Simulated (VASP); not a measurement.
Runs of VASP 6.6.1 on Lu. The structure is that of space group Pm-3m (No. 221), or close to it. The cells are those of the table. 

| task | cell | cutoff (eV) | gap on the mesh (eV) | pressure (GPa) |
| --- | --- | --- | --- | --- |
| single point | a = 2.779 Å, 1 atom | 520 | none | 20.7 |
| relaxation of cell and atoms | relaxed to 30 GPa from a = 3.190 Å, 1 atom | 600 | none | 30.2 |
| relaxation of cell and atoms | relaxed from a = 3.190 Å, 1 atom | 600 | none | 0.1 |
| single point | a = 3.082 Å, 1 atom | 520 | none | 0.2 |
| single point | a = 2.706 Å, 1 atom | 520 | none | (a) |

Alike in all rows: level PBEsol; potentials or basis VASP PAW PBE potentials, release 64 (Lu); no spin polarisation; k mesh 6 × 6 × 6; smearing gaussian 0.05 eV.

Problem. Estimate the missing entries.

Solution. (a) 30.8.

Caveats: some runs use coarse meshes; the PAW data sets were made with another functional, which shifts forces and pressure a little; spin-orbit coupling is left out, which moves the levels of the heavy elements; the cell is relaxed towards a set pressure, so the enthalpy falls and the energy may rise (some runs).

A k mesh can miss the band edges, and the runs leave out spin-orbit coupling on Lu.

A gap of «none» marks levels without a gap at the run's occupations.
